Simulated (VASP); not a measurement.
# LiTbH4 (F-43m) in VASP: a series of runs

The runs below take LiTbH4 through single point, relaxation of cell and atoms, with PBE.

Everything below comes from runs of VASP 6.6.1. Logs are shortened: lines on timing, memory, paths and dates and some standing lists are left out, and cuts for length are marked.

## 1. The cell of the first run

The structure is cubic, space group F-43m (No. 216). The conventional cell has a = 5.940 Å, b = 5.940 Å, c = 5.940 Å, α = 90.00°, β = 90.00°, γ = 90.00°. Within 3.3 Å of Li (site symmetry -43m) lie 12 H at 2.47 Å and 4 Tb at 2.57 Å. Within 3.2 Å of Tb (site symmetry -43m) lie 12 H at 2.46 Å and 4 Li at 2.57 Å. Within 2.7 Å of H (site symmetry 3m) lie 6 H at 2.07 to 2.13 Å and 3 Tb at 2.46 Å and 3 Li at 2.47 Å.

The cell was built from a structure type or drawn by symmetry, and may not be a known phase.

## 2. Single point, PBE

Contents of INCAR:

```
SYSTEM = LiTbH4
PREC = Accurate
ENCUT = 750
EDIFF = 1E-6
ISMEAR = 0
SIGMA = 0.1
LREAL = .False.
LASPH = .True.
NELM = 200
ALGO = Normal
ISIF = 2
LWAVE = .False.
LCHARG = .True.
GGA = PE
LELF = .True.
LVHAR = .True.
NBANDS = 17
GGA_COMPAT = .False.
LMAXMIX = 6
```

Contents of KPOINTS:

```
regular mesh
0
Gamma
  6 6 6
  0 0 0
```

Contents of POSCAR:

```
LiTbH4
1.0
    0.0000000000      2.9699230886      2.9699230886
    2.9699230886      0.0000000000      2.9699230886
    2.9699230886      2.9699230886      0.0000000000
Li Tb H
1 1 4
Direct
    0.7500000000      0.7500000000      0.7500000000
    0.0000000000      0.0000000000      0.0000000000
    0.8795993878      0.3734668707      0.3734668707
    0.3734668707      0.3734668707      0.3734668707
    0.3734668707      0.8795993878      0.3734668707
    0.3734668707      0.3734668707      0.8795993878
```

Potentials or basis: VASP PAW PBE potentials, release 64 (Li_sv, Tb_3, H), 4f in core.

On the command line:

```
> cat potpaw_PBE.64/Li_sv/POTCAR potpaw_PBE.64/Tb_3/POTCAR potpaw_PBE.64/H/POTCAR > POTCAR
> mpirun -np 1 vasp_std > vasp.out
```

OUTCAR:

```text
SYSTEM = LiTbH4
   PREC = Accurate
   ENCUT = 750
   EDIFF = 1E-6
   ISMEAR = 0
   LREAL = .False.
   LASPH = .True.
   NELM = 200
   ISIF = 2
   GGA = PE

 ion  position               nearest neighbor table
   1  0.750  0.750  0.750-   2 2.57   2 2.57   2 2.57   2 2.57
   2  0.000  0.000  0.000-   1 2.57   1 2.57   1 2.57   1 2.57
   3  0.880  0.373  0.373-
   4  0.373  0.373  0.373-
   5  0.373  0.880  0.373-
   6  0.373  0.373  0.880-

  LATTYP: Found a face centered cubic cell.
 ALAT       =     5.9398461772

  Lattice vectors:

 A1 = (   0.0000000000,   2.9699230886,   2.9699230886)
 A2 = (   2.9699230886,   0.0000000000,   2.9699230886)
 A3 = (   2.9699230886,   2.9699230886,   0.0000000000)

Analysis of symmetry for initial positions (statically):
=====================================================================
 Subroutine PRICEL returns:
 Original cell was already a primitive cell.

 Routine SETGRP: Setting up the symmetry group for a
 face centered cubic supercell.

 Subroutine GETGRP returns: Found 24 space group operations
 (whereof 24 operations were pure point group operations)
 out of a pool of 48 trial point group operations.

The static configuration has the point symmetry T_d .

Analysis of symmetry for dynamics (positions and initial velocities):
=====================================================================
 Subroutine PRICEL returns:
 Original cell was already a primitive cell.

 Routine SETGRP: Setting up the symmetry group for a
 face centered cubic supercell.

 Subroutine GETGRP returns: Found 24 space group operations
 (whereof 24 operations were pure point group operations)
 out of a pool of 48 trial point group operations.

The dynamic configuration has the point symmetry T_d .

 Subroutine INISYM returns: Found 24 space group operations
 (whereof 24 operations are pure point group operations),
 and found     1 'primitive' translations

----------------------------------------------------------------------------------------

                                     Primitive cell

  volume of cell :      52.3921

[... 86 lines left out ...]
   NELM   =    200;   NELMIN=  2; NELMDL= -5     # of ELM steps
   EDIFF  = 0.1E-05   stopping-criterion for ELM
   LREAL  =      F    real-space projection
   EDIFFG = 0.1E-04   stopping-criterion for IOM
   NSW    =      0    number of steps for IOM
   IBRION =     -1    ionic relax: 0-MD 1-quasi-New 2-CG
   NFREE  =      0    steps in history (QN), initial steepest desc. (CG)
   ISIF   =      2    stress and relaxation
   ISYM   =      2    0-nonsym 1-usesym 2-fastsym
   POTIM  = 0.5000    time-step for ionic-motion
   TEBEG  =    0.0;   TEEND  =   0.0 temperature during run
   PSTRESS=    0.0 pullay stress
   NELECT =      16.0000    total number of electrons
   NUPDOWN=      -1.0000    fix difference up-down
   EMIN   =  10.00;   EMAX   =-10.00  energy-range for DOS
   EFERMI =   0.00;   METHOD = LEGACY
   ISMEAR =     0;   SIGMA  =   0.10  broadening in eV -4-tet -1-fermi 0-gaus
   EFERMI_NEDOS =   21; number of points for ismear=-14 and -15
   IALGO  =     38    algorithm
   IMIX   =      4    mixing-type and parameters
     AMIX     =   0.40;   BMIX     =  1.00
     AMIX_MAG =   1.60;   BMIX_MAG =  1.00
  volume/ion in A,a.u.               =       8.73        58.93
  Fermi-wavevector in a.u.,A,eV,Ry     =   1.102452  2.083332 16.536522  1.215400
  Thomas-Fermi vector in A             =   2.238895
   LORBIT       =      0    0 simple, 1 ext, 2 COOP (PROOUT), +10 PAW based schemes
   GGA     = PE    functional components
   LHFCALC =     F    Hartree Fock is set to
   AEXX    =    0.0000 exact exchange contribution
   IVDW    =     0    specifies the selected vdW correction
   LEPSILON=     F    determine dielectric tensor
   LRPA    =     F    only Hartree local field effects (RPA)
 non-spin polarized calculation
 Gauss-broadening in eV      SIGMA  =   0.10
  energy-cutoff  :      750.00
  volume of cell :       52.39
 maximum number of plane-waves:      2457
 NGX is ok and might be reduce to    40
   NGX = 19   NGY = 19   NGZ = 19

 number of electron      16.0000000 magnetization

 Free energy of the ion-electron system (eV)
  ---------------------------------------------------
  ext. energy  EPLUGINS =         0.00000000
  ---------------------------------------------------
  free energy    TOTEN  =       -18.47070223 eV

  energy without entropy =      -18.47070196  energy(sigma->0) =      -18.47070210

 E-fermi :   2.3579     XC(G=0): -10.0320

 val. band max:        2.0516511554   @ k =   0.5000   0.5000   0.0000
 cond. band min:       2.6641182684   @ k =   0.3333   0.3333   0.0000
 fundamental gap:      0.6124671130
 Fermi energy:         2.3578843868

 k-point     1 :       0.0000    0.0000    0.0000
  band No.  band energies     occupation
      1     -44.8603      2.00000
      2     -19.8007      2.00000
      3     -19.8007      2.00000
      4     -19.8007      2.00000
      5      -5.4986      2.00000
      6       1.4793      2.00000
[... 297 lines left out ...]
      4     -19.8757      2.00000
      5      -2.6046      2.00000
      6      -1.9872      2.00000
[... 9 lines left out ...]
     16      11.3194      0.00000
     17      12.7465      0.00000

------------------------ aborting loop because EDIFF is reached ----------------------------------------

  FORCE on cell =-STRESS in cart. coord.  units (eV):
  Direction    XX          YY          ZZ          XY          YZ          ZX
  --------------------------------------------------------------------------------------
  -------------------------------------------------------------------------------------
  Total        0.0528831      0.0528831      0.0528831      0.0000000      0.0000000     -0.0000000
  in kB        1.6171944      1.6171944      1.6171944      0.0000000      0.0000000     -0.0000000
  external PRESSURE =       1.6171944 kB  Pullay stress =       0.0000000 kB

 VOLUME and BASIS-vectors are now :
 -----------------------------------------------------------------------------
  energy-cutoff  :      750.00
  volume of cell :       52.39
      direct lattice vectors                 reciprocal lattice vectors
     0.000000000  2.969923089  2.969923089    -0.168354528  0.168354528  0.168354528
     2.969923089  0.000000000  2.969923089     0.168354528 -0.168354528  0.168354528
     2.969923089  2.969923089  0.000000000     0.168354528  0.168354528 -0.168354528

 POSITION                                       TOTAL-FORCE (eV/Angst)
 -----------------------------------------------------------------------------------
      4.45488      4.45488      4.45488         0.000000      0.000000      0.000000
      0.00000      0.00000      0.00000         0.000000      0.000000      0.000000
      2.21834      3.72151      3.72151         0.001511     -0.001511     -0.001511
      2.21834      2.21834      2.21834         0.001511      0.001511      0.001511
      3.72151      2.21834      3.72151        -0.001511      0.001511     -0.001511
      3.72151      3.72151      2.21834        -0.001511     -0.001511      0.001511
 -----------------------------------------------------------------------------------
    total drift:                               -0.000000     -0.000000     -0.000000

  FREE ENERGIE OF THE ION-ELECTRON SYSTEM (eV)
  ---------------------------------------------------
  free  energy   TOTEN  =       -18.4707022277 eV

  energy  without entropy=      -18.4707019627  energy(sigma->0) =      -18.47070210
```

OSZICAR:

```text
N       E                     dE             d eps       ncg     rms          rms(c)
DAV:   1     0.544610431701E+02    0.54461E+02   -0.82729E+03   544   0.116E+03
DAV:   2    -0.137057359009E+02   -0.68167E+02   -0.63817E+02   570   0.253E+02
DAV:   3    -0.192497670103E+02   -0.55440E+01   -0.54360E+01  1054   0.414E+01
DAV:   4    -0.193286616787E+02   -0.78895E-01   -0.78801E-01   600   0.558E+00
DAV:   5    -0.193297091730E+02   -0.10475E-02   -0.10472E-02   741   0.613E-01    0.217E+01
DAV:   6    -0.185092358416E+02    0.82047E+00   -0.29115E-01   719   0.459E+00    0.146E+01
DAV:   7    -0.184864226168E+02    0.22813E-01   -0.30074E-01   781   0.360E+00    0.516E+00
DAV:   8    -0.184766573850E+02    0.97652E-02   -0.79595E-02   703   0.214E+00    0.101E+00
DAV:   9    -0.184706039885E+02    0.60534E-02   -0.68795E-03   697   0.739E-01    0.219E-01
DAV:  10    -0.184706882305E+02   -0.84242E-04   -0.94648E-04   630   0.194E-01    0.266E-01
DAV:  11    -0.184707018950E+02   -0.13664E-04   -0.26717E-05   716   0.383E-02    0.367E-02
DAV:  12    -0.184707022277E+02   -0.33275E-06   -0.22658E-06   702   0.129E-02
   1 F= -.18470702E+02 E0= -.18470702E+02  d E =-.265083E-06
```

stdout:

```text
POSCAR found type information on POSCAR LiTbH
 POSCAR found :  3 types and       6 ions
 scaLAPACK will be used
 LDA part: xc-table for (Slater+PW92), standard interpolation
 POSCAR, INCAR and KPOINTS ok, starting setup
 FFT: planning ... GRIDC
 FFT: planning ... GRID_SOFT
 FFT: planning ... GRID
 WAVECAR not read
 entering main loop
```

Run time: 44 s. Hardware: 1 thread of Intel Xeon Platinum 8375C at 2.90GHz (Ice Lake), shared host; peak memory 0.25 GiB.

Results:

```
Free energy            : -18.4707 eV
Pressure               : 0.2 GPa
Band gap on the k mesh : 0.61 eV (least direct gap 0.87 eV)
```

Forces in eV/Å, atoms in the order of the input:
```
Li   0.000  0.000  0.000
Tb   0.000  0.000  0.000
H    0.002 -0.002 -0.002
H    0.002  0.002  0.002
H   -0.002  0.002 -0.002
H   -0.002 -0.002  0.002
```

Levels at points of the mesh, in eV from the valence-band top:
```
           k point  band 6  band 7  band 8  band 9  band 10  band 11
(0.00, 0.00, 0.00)   -0.57   -0.57   -0.57    2.98     2.98     3.16
(0.50, 0.00, 0.00)   -3.52   -1.10   -1.10    3.60     3.60     4.30
(0.50, 0.50, 0.00)   -4.00    0.00    0.00    0.87     4.10     4.17
```

Caveat: spin-orbit coupling is left out, which moves the levels of the heavy elements; the 4f electrons are frozen in the core, so they carry no moment and show no levels. A k mesh can miss the band edges.

## 3. Single point, PBE

This run uses another cell than the first one, of 10.31 Å³/atom.

Contents of INCAR:

```
SYSTEM = LiTbH4
PREC     = Accurate       ! precision mode
ENCUT    = 750            ! plane-wave cutoff, eV
EDIFF    = 1E-6           ! SCF threshold, eV
ISMEAR   = 0              ! smearing method
SIGMA    = 0.1            ! smearing width, eV
LREAL    = .False.        ! projectors in reciprocal space
LASPH    = .True.         ! aspherical terms in the spheres
NELM     = 200            ! most SCF steps
ALGO     = Normal         ! electronic algorithm
ISIF     = 2              ! what is computed and relaxed
LWAVE    = .False.        ! write WAVECAR
LCHARG   = .True.         ! write CHGCAR
GGA      = PE             ! functional
LELF     = .True.         ! ELF
LVHAR    = .True.       
NBANDS   = 17             ! bands
GGA_COMPAT= .False.      
LMAXMIX  = 6              ! l up to which the mixer works
```

Contents of KPOINTS:

```
Automatic mesh
0
Gamma
  6 6 6
  0 0 0
```

Contents of POSCAR:

```
LiTbH4
1.0
    0.0000000000      3.1391950800      3.1391950800
    3.1391950800      0.0000000000      3.1391950800
    3.1391950800      3.1391950800      0.0000000000
Li Tb H
1 1 4
Direct
    0.7500000000      0.7500000000      0.7500000000
    0.0000000000      0.0000000000      0.0000000000
    0.8714018200      0.3761993900      0.3761993900
    0.3761993900      0.3761993900      0.3761993900
    0.3761993900      0.8714018200      0.3761993900
    0.3761993900      0.3761993900      0.8714018200
```

Potentials or basis: VASP PAW PBE potentials, release 64 (Li_sv, Tb_3, H), 4f in core.

On the command line:

```
> cat potpaw_PBE.64/Li_sv/POTCAR potpaw_PBE.64/Tb_3/POTCAR potpaw_PBE.64/H/POTCAR > POTCAR
> mpirun -np 1 vasp_std > vasp.out
```

Run time: 40 s. Hardware: 1 thread of Intel Xeon Platinum 8375C at 2.90GHz (Ice Lake), shared host; peak memory 0.25 GiB.

It converged, with:

```
Free energy            : -18.2064 eV
Pressure               : -7.8 GPa
Largest force          : 0.126 eV/Å
Band gap on the k mesh : 0.64 eV (least direct gap 0.75 eV)
```

Forces in eV/Å, atoms in the order of the input:
```
Li   0.000  0.000  0.000
Tb   0.000  0.000  0.000
H   -0.073  0.073  0.073
H   -0.073 -0.073 -0.073
H    0.073 -0.073  0.073
H    0.073  0.073 -0.073
```

Levels at points of the mesh, in eV from the valence-band top:
```csv
k point,band 4,band 5,band 6,band 7,band 8,band 9,band 10,band 11,band 12,band 13
"(0.00, 0.00, 0.00)",-22.25,-6.65,-0.26,-0.26,-0.26,2.83,2.83,2.94,2.94,2.94
"(0.50, 0.00, 0.00)",-22.26,-4.66,-3.16,-0.75,-0.75,3.26,3.26,3.72,3.99,4.59
"(0.50, 0.50, 0.00)",-22.28,-4.35,-3.33,0.00,0.00,0.75,3.37,3.75,3.75,3.86
```

Caveat: the cell stands under tension; spin-orbit coupling is left out, which moves the levels of the heavy elements; the 4f electrons are frozen in the core, so they carry no moment and show no levels. Spin polarisation is off, so any magnetic state and its effect on volume and gap are missing.

(Continued in part 2 of 3.)
